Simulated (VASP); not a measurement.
The system is Te.

```
CELL_PARAMETERS angstrom
3.85075 0.00000 0.00000
-1.92538 3.33485 0.00000
0.00000 0.00000 4.49508
ATOMIC_POSITIONS crystal
Te 0.66667 0.33333 0.25000
Te 0.33333 0.66667 0.75000
```

- Program: VASP 6.6.1
- Task: relaxation of cell and atoms
- Functional: PBE
- Dispersion: D3(BJ)
- Potentials or basis: VASP PAW PBE potentials, release 64 (Te)
- Cutoff: 600 eV
- k mesh: 18 × 18 × 12
- Occupations: gaussian, width 0.1 eV
- Spin: no spin polarisation

At the start: pressure 0.4 GPa; volume 28.86 Å³/atom.

Where does the relaxation end?

Over 5 steps the energy falls by 2.3 meV/atom and the volume is 29.50 Å³/atom (+2.2 %); space group P6_3/mmc (No. 194, to 0.05 Å).

The path:
| step | energy change (eV) | largest force (eV/Å) | pressure (GPa) | volume (Å³) |
| --- | --- | --- | --- | --- |
| 1 | 0.0000 | 0.0000 | 0.37 | 57.72 |
| 2 | -0.0018 | 0.0000 | -0.04 | 58.29 |
| 3 | -0.0023 | 0.0000 | -0.42 | 58.84 |
| 4 | -0.0034 | 0.0000 | -0.30 | 58.89 |
| 5 | -0.0045 | 0.0000 | 0.00 | 58.99 |

Final structure:
```cif
data_structure
_symmetry_space_group_name_H-M 'P 1'
_symmetry_Int_Tables_number 1
_cell_length_a 3.9269
_cell_length_b 3.9269
_cell_length_c 4.4174
_cell_angle_alpha 90.000
_cell_angle_beta 90.000
_cell_angle_gamma 120.000
_cell_volume 58.99
loop_
_atom_site_label
_atom_site_type_symbol
_atom_site_fract_x
_atom_site_fract_y
_atom_site_fract_z
_atom_site_occupancy
Te1 Te 0.66667 0.33333 0.25000 1
Te2 Te 0.33333 0.66667 0.75000 1
```

Caveat: pairwise dispersion overbinds metals, which lowers pressure and volume.
